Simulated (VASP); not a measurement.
A run of VASP 6.6.1:

INCAR

```
PREC = Accurate ; ENCUT = 600
EDIFF = 1E-6 ; ISMEAR = 0
SIGMA = 0.15 ; LREAL = False
LASPH = True ; NELM = 120
ALGO = Normal ; ISIF = 2
LWAVE = False ; LCHARG = False
GGA = PS ; NBANDS = 14
GGA_COMPAT = False
```

File KPOINTS:

```
Automatic mesh
0
Gamma
  22 22 22
```

File POSCAR:

```
HfN
1.0
    0.0000000000      2.2507757579      2.2507757579
    2.2507757579      0.0000000000      2.2507757579
    2.2507757579      2.2507757579      0.0000000000
Hf N
1 1
Direct
    0.0000000000      0.0000000000      0.0000000000
    0.4333563108      0.4333563108      0.5666436892
```

Potentials or basis: VASP PAW PBE potentials, release 64 (Hf_pv, N).

Run with:

```console
$ cat potpaw_PBE.64/Hf_pv/POTCAR potpaw_PBE.64/N/POTCAR > POTCAR
$ mpirun -np 1 vasp_std > vasp.out
```

Hardware: 1 thread of Intel(R) Xeon(R) Platinum 8488C (Sapphire Rapids) (shared host).

Q: Estimate the wall time of this run.

A: Wall time 2.8 min on 1 thread of Intel(R) Xeon(R) Platinum 8488C (Sapphire Rapids), on a shared host, peak memory 0.45 GiB. Counts: scf iterations 12, k points 834.
